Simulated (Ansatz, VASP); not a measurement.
As: VASP beside Ansatz

INCAR

```
SYSTEM = As
PREC = Accurate
ENCUT = 520
EDIFF = 1E-6
ISMEAR = 0
SIGMA = 0.02
LREAL = .FALSE.
LASPH = .TRUE.
NELM = 60
ALGO = Normal
ISIF = 2
LWAVE = .FALSE.
LCHARG = .FALSE.
LDIPOL = .TRUE.
IDIPOL = 3
DIPOL = 0.5 0.5 0.500
NBANDS = 12
```

The input KPOINTS:

```
Automatic mesh
0
G
  9 9 1
  0 0 0
```

POSCAR

```
As
1.0
    3.5760000000      0.0000000000      0.0000000000
   -1.7880000000      3.0969068439      0.0000000000
    0.0000000000      0.0000000000     28.0000000000
As
2
Direct
    0.3333333333      0.6666666667      0.5264285714
    0.6666666667      0.3333333333      0.4735714286
```

Input for Ansatz:

```yaml
crystal:
  lattice:
    - [3.576, 0.0, 0.0]
    - [-1.788, 3.0969068439, 0.0]
    - [0.0, 0.0, 28.0]
  atoms:
    - { symbol: As, position: [0.3333333333, 0.6666666667, 0.5264285714] }
    - { symbol: As, position: [0.6666666667, 0.3333333333, 0.4735714286] }
  periodic: [true, true, false]
basis:
  ecutwfc: 420
kpoints:
  mp_grid: { grid: [9, 9, 1] }
hamiltonian:
  xc: lda
scf:
  occupations: { method: gaussian, width: 0.02 }
output:
  forces: true
  stress: true
  eigenvalues: true
```

Alike in both runs: task single point; functional LDA; k mesh 9 × 9 × 1; occupations gaussian, width 0.02 eV; no spin polarisation.

|  | VASP | Ansatz |
| --- | --- | --- |
| version | VASP 6.6.1 | Ansatz 0.2.0 |
| potentials or method | VASP PAW LDA potentials, release 64 (As), cutoff 520 eV | scalar-relativistic, plane waves, PAW |
| valence electrons in the cell | 10 | 30 |

|  | VASP | Ansatz | Ansatz less VASP |
| --- | --- | --- | --- |
| gap on the k mesh at the Fermi level (eV) | 1.11 | 1.11 | -0.008 |
| least direct gap on the mesh (eV) | 1.77 | 1.76 | -0.010 |
| rms of the force components (eV/Å) | 0.771 | 0.819 | +0.0485 |

LDA's correlation is that of Perdew and Zunger in VASP and of Perdew and Wang (1992) in Ansatz. Atom by atom the forces differ by 0.049 eV/Å (rms over components). VASP's potentials hold 10 valence electrons a cell and Ansatz's 30, so a difference there can come from the potentials and not from the codes.
